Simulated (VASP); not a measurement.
# Li4TmGe (P6/mmm) in VASP: single point with PBE

Aim: the single point of Li4TmGe with PBE.

Program: VASP 6.6.1. These are calculated values, not measurements. Logs are shortened: lines on timing, memory, paths and dates and some standing lists are left out, and cuts for length are marked.

### 1 The cell of the first run

The structure is hexagonal, space group P6/mmm (No. 191). The conventional cell has a = 4.653 Å, b = 4.653 Å, c = 5.925 Å, α = 90.00°, β = 90.00°, γ = 120.00°. Li (site symmetry 3m) has 4 Li at 2.47 to 2.69 Å and 3 Ge at 2.96 Å and 3 Tm at 3.19 Å within 3.3 Å. Tm (site symmetry 6/mmm) has 2 Ge at 2.96 Å and 12 Li at 3.19 Å within 3.9 Å. Ge (site symmetry 6/mmm) has 12 Li at 2.96 Å and 2 Tm at 2.96 Å within 3.9 Å.

The cell was generated, and may not be a known phase.

### 2 Single point, PBE

Contents of INCAR:

```
  ALGO = Normal
  EDIFF = 1E-6
  ENCUT = 750
  GGA = PE
  GGA_COMPAT = False
  ISIF = 2
  ISMEAR = 0
  LASPH = True
  LCHARG = False
  LMAXMIX = 6
  LREAL = False
  LWAVE = False
  NBANDS = 26
  NELM = 200
  PREC = Accurate
  SIGMA = 0.1
```

Contents of KPOINTS:

```
k-points
0
Gamma
  6 6 4
```

Contents of POSCAR:

```
Li4TmGe
1.0
    4.6530466453      0.0000000000      0.0000000000
   -2.3265233227      4.0296565999      0.0000000000
    0.0000000000      0.0000000000      5.9250314482
Li Tm Ge
4 1 1
Direct
    0.3333333333      0.6666666667      0.2085733433
    0.3333333333      0.6666666667      0.7914266567
    0.6666666667      0.3333333333      0.7914266567
    0.6666666667      0.3333333333      0.2085733433
    0.0000000000      0.0000000000      0.5000000000
    0.0000000000      0.0000000000      0.0000000000
```

Potentials or basis: VASP PAW PBE potentials, release 64 (Li_sv, Tm_3, Ge_d), 4f in core.

Launch:

```console
$ cat potpaw_PBE.64/Li_sv/POTCAR potpaw_PBE.64/Tm_3/POTCAR potpaw_PBE.64/Ge_d/POTCAR > POTCAR
$ mpirun -np 1 vasp_std > vasp.out
```

OUTCAR:

```text
EDIFF = 1E-6
   ENCUT = 750
   GGA = PE
   ISIF = 2
   ISMEAR = 0
   LASPH = True
   LREAL = False
   NELM = 200
   PREC = Accurate

 ion  position               nearest neighbor table
   1  0.333  0.667  0.209-   2 2.47   5 3.19   5 3.19   5 3.19
   2  0.333  0.667  0.791-   1 2.47   5 3.19   5 3.19   5 3.19
   3  0.667  0.333  0.791-   4 2.47   5 3.19   5 3.19   5 3.19
   4  0.667  0.333  0.209-   3 2.47   5 3.19   5 3.19   5 3.19
   5  0.000  0.000  0.500-   6 2.96   6 2.96   3 3.19   4 3.19   1 3.19   2 3.19   3 3.19   4 3.19
                             1 3.19   2 3.19   3 3.19   4 3.19   1 3.19   2 3.19
   6  0.000  0.000  0.000-   5 2.96   5 2.96

  LATTYP: Found a hexagonal cell.
 ALAT       =     4.6530466453
 C/A-ratio  =     1.2733660115

  Lattice vectors:

 A1 = (   4.6530466453,   0.0000000000,   0.0000000000)
 A2 = (  -2.3265233227,   4.0296565999,   0.0000000000)
 A3 = (   0.0000000000,   0.0000000000,   5.9250314482)

Analysis of symmetry for initial positions (statically):
=====================================================================
 Subroutine PRICEL returns:
 Original cell was already a primitive cell.

 Routine SETGRP: Setting up the symmetry group for a
 hexagonal supercell.

 Subroutine GETGRP returns: Found 24 space group operations
 (whereof 24 operations were pure point group operations)
 out of a pool of 24 trial point group operations.

The static configuration has the point symmetry D_6h.

Analysis of symmetry for dynamics (positions and initial velocities):
=====================================================================
 Subroutine PRICEL returns:
 Original cell was already a primitive cell.

 Routine SETGRP: Setting up the symmetry group for a
 hexagonal supercell.

 Subroutine GETGRP returns: Found 24 space group operations
 (whereof 24 operations were pure point group operations)
 out of a pool of 24 trial point group operations.

The dynamic configuration has the point symmetry D_6h.

 Subroutine INISYM returns: Found 24 space group operations
 (whereof 24 operations are pure point group operations),
 and found     1 'primitive' translations

[... 86 lines left out ...]
   NGX,Y,Z   is equivalent  to a cutoff of  15.01, 15.01, 15.15 a.u.
   NGXF,Y,Z  is equivalent  to a cutoff of  30.01, 30.01, 30.30 a.u.
 SYSTEM =  unknown system
   PREC   = accura    normal or accurate (medium, high low for compatibility)
   ISTART =      0    job   : 0-new  1-cont  2-samecut
   ICHARG =      2    charge: 1-file 2-atom 10-const
   ISPIN  =      1    spin polarized calculation?
   LNONCOLLINEAR =      F non collinear calculations
   LSORBIT =      F    spin-orbit coupling
   LASPH  =      T    aspherical Exc in radial PAW
   ENCUT  =  750.0 eV  55.12 Ry    7.42 a.u.  10.39 10.39 13.23*2*pi/ulx,y,z
   NELM   =    200;   NELMIN=  2; NELMDL= -5     # of ELM steps
   EDIFF  = 0.1E-05   stopping-criterion for ELM
   LREAL  =      F    real-space projection
[... 7 lines left out ...]
   TEBEG  =    0.0;   TEEND  =   0.0 temperature during run
   PSTRESS=    0.0 pullay stress
   NELECT =      35.0000    total number of electrons
   NUPDOWN=      -1.0000    fix difference up-down
   EMIN   =  10.00;   EMAX   =-10.00  energy-range for DOS
   EFERMI =   0.00;   METHOD = LEGACY
   ISMEAR =     0;   SIGMA  =   0.10  broadening in eV -4-tet -1-fermi 0-gaus
   EFERMI_NEDOS =   21; number of points for ismear=-14 and -15
   IALGO  =     38    algorithm
   IMIX   =      4    mixing-type and parameters
     AMIX     =   0.40;   BMIX     =  1.00
     AMIX_MAG =   1.60;   BMIX_MAG =  1.00
  volume/ion in A,a.u.               =      18.52       124.95
  Fermi-wavevector in a.u.,A,eV,Ry     =   1.113949  2.105059 16.883243  1.240883
  Thomas-Fermi vector in A             =   2.250539
   LORBIT       =      0    0 simple, 1 ext, 2 COOP (PROOUT), +10 PAW based schemes
   GGA     = PE    functional components
   LHFCALC =     F    Hartree Fock is set to
   AEXX    =    0.0000 exact exchange contribution
   IVDW    =     0    specifies the selected vdW correction
   LEPSILON=     F    determine dielectric tensor
   LRPA    =     F    only Hartree local field effects (RPA)
 non-spin polarized calculation
 Gauss-broadening in eV      SIGMA  =   0.10
  energy-cutoff  :      750.00
  volume of cell :      111.10
 maximum number of plane-waves:      5217
 NGX is ok and might be reduce to    42
   NGX = 21   NGY = 21   NGZ = 27

 number of electron      34.9999994 magnetization

 Free energy of the ion-electron system (eV)
  ---------------------------------------------------
  ext. energy  EPLUGINS =         0.00000000
  ---------------------------------------------------
  free energy    TOTEN  =       -17.93320064 eV

  energy without entropy =      -17.92612419  energy(sigma->0) =      -17.92966241

 E-fermi :   2.6774     XC(G=0):  -8.8964

 val. band max:        2.6626090478   @ k =   0.1667   0.1667   0.5000
 cond. band min:       2.6796103380   @ k =   0.5000  -0.0000   0.0000
 fundamental gap:      0.0170012902
 Fermi energy:         2.6774265559

 k-point     1 :       0.0000    0.0000    0.0000
  band No.  band energies     occupation
      1     -43.6324      2.00000
      2     -43.6029      2.00000
      3     -43.5941      2.00000
      4     -43.5670      2.00000
      5     -23.2140      2.00000
      6     -23.2140      2.00000
[... 598 lines left out ...]
     25       8.5427      0.00000
     26       8.5529      0.00000

------------------------ aborting loop because EDIFF is reached ----------------------------------------

  FORCE on cell =-STRESS in cart. coord.  units (eV):
  Direction    XX          YY          ZZ          XY          YZ          ZX
  --------------------------------------------------------------------------------------
  -------------------------------------------------------------------------------------
  Total       -0.3179948     -0.3179948     -0.3484806      0.0000000      0.0000000      0.0000000
  in kB       -4.5860054     -4.5860054     -5.0256602      0.0000000      0.0000000      0.0000000
  external PRESSURE =      -4.7325570 kB  Pullay stress =       0.0000000 kB

 VOLUME and BASIS-vectors are now :
 -----------------------------------------------------------------------------
  energy-cutoff  :      750.00
  volume of cell :      111.10
      direct lattice vectors                 reciprocal lattice vectors
     4.653046645  0.000000000  0.000000000     0.214912954  0.124080052  0.000000000
    -2.326523323  4.029656600  0.000000000     0.000000000  0.248160104  0.000000000
     0.000000000  0.000000000  5.925031448     0.000000000  0.000000000  0.168775475

 POSITION                                       TOTAL-FORCE (eV/Angst)
 -----------------------------------------------------------------------------------
     -0.00000      2.68644      1.23580         0.000000      0.000000      0.008767
     -0.00000      2.68644      4.68923         0.000000     -0.000000     -0.008767
      2.32652      1.34322      4.68923        -0.000000      0.000000     -0.008767
      2.32652      1.34322      1.23580        -0.000000      0.000000      0.008767
      0.00000      0.00000      2.96252        -0.000000      0.000000     -0.000000
      0.00000      0.00000      0.00000        -0.000000      0.000000     -0.000000
 -----------------------------------------------------------------------------------
    total drift:                               -0.000000      0.000000     -0.000000

  FREE ENERGIE OF THE ION-ELECTRON SYSTEM (eV)
  ---------------------------------------------------
  free  energy   TOTEN  =       -17.9332006354 eV

  energy  without entropy=      -17.9261241938  energy(sigma->0) =      -17.92966241
```

Wall time 67 s (1 thread of AMD EPYC 9R45 (Zen 5), shared host); peak memory 0.33 GiB.

What came out:

| Item | Value |
| --- | --- |
| Free energy | -17.9332 eV |
| Pressure | -0.5 GPa |
| Largest force | 0.009 eV/Å |
| Band gap on the k mesh | zero (an odd number of electrons rules out a gap without spin polarisation) |

Forces on the atoms (eV/Å):
```
Li   0.000  0.000  0.009
Li   0.000  0.000 -0.009
Li   0.000  0.000 -0.009
Li   0.000  0.000  0.009
Tm   0.000  0.000  0.000
Ge   0.000  0.000  0.000
```

Caveat: spin-orbit coupling is left out, which moves the levels of the heavy elements; the 4f electrons are frozen in the core, so they carry no moment and show no levels.
